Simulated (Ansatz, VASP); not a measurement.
In in VASP and in Ansatz

The input INCAR:

```
SYSTEM = In
ALGO     = Normal         ! electronic algorithm
EDIFF    = 1E-6           ! SCF threshold, eV
ENCUT    = 400            ! plane-wave cutoff, eV
GGA      = PE             ! functional
GGA_COMPAT= .False.      
ISIF     = 2              ! what is computed and relaxed
ISMEAR   = -1             ! smearing method
ISPIN    = 2              ! spin polarisation
LASPH    = .True.         ! aspherical terms in the spheres
LCHARG   = .True.         ! write CHGCAR
LELF     = .True.         ! ELF
LORBIT   = 11             ! projections on sites
LREAL    = .False.        ! projectors in reciprocal space
LVHAR    = .True.       
LWAVE    = .False.        ! write WAVECAR
MAGMOM   = 1              ! initial moments
NBANDS   = 16             ! bands
NELM     = 200            ! most SCF steps
PREC     = Accurate       ! precision mode
SIGMA    = 0.1            ! smearing width, eV
```

KPOINTS

```
k-points
0
Gamma
  1 1 1
  0 0 0
```

POSCAR

```
In
1.0
    8.0000000000      0.0000000000      0.0000000000
    0.0000000000      8.6000000000      0.0000000000
    0.0000000000      0.0000000000      9.1000000000
In
1
Direct
    0.2100000000      0.4400000000      0.5900000000
```

Input for Ansatz:

```yaml
crystal:
  lattice:
    - [8, 0, 0]
    - [0, 8.6, 0]
    - [0, 0, 9.1]
  atoms:
    - { symbol: In, position: [0.21, 0.44, 0.59], spin: 1 }
hamiltonian:
  xc: pbe
  pseudopotentials: { kind: paw, source: ansatz, level: accurate }
magnetization:
  spin_polarized: true
kpoints:
  mp_grid: { grid: [1, 1, 1], shift: [0, 0, 0] }
scf:
  occupations: { method: fermi_dirac }
```

Alike in both runs: task single point; functional PBE; k mesh 1 × 1 × 1; collinear spin.

|  | VASP | Ansatz |
| --- | --- | --- |
| version | VASP 6.6.1 | Ansatz 0.2 development build |
| potentials or method | VASP PAW PBE potentials, release 64 (In_d) | PAW hard accurate, scalar-relativistic |
| plane-wave cutoff (eV) | 400 | 620 |
| occupations | fermi-dirac, width 0.1 eV | fermi-dirac |

Ansatz gave:

* net moment per atom (μB): 1.00
* size of the moment on the site where the two differ most (μB): 0.96

Task: Which values does VASP return?

Result: net moment per atom (μB): 1.00; size of the moment on the site where the two differ most (μB): 0.25.

Site moments also hang on the region over which each program counts them. Ansatz's warnings: stability check not made.
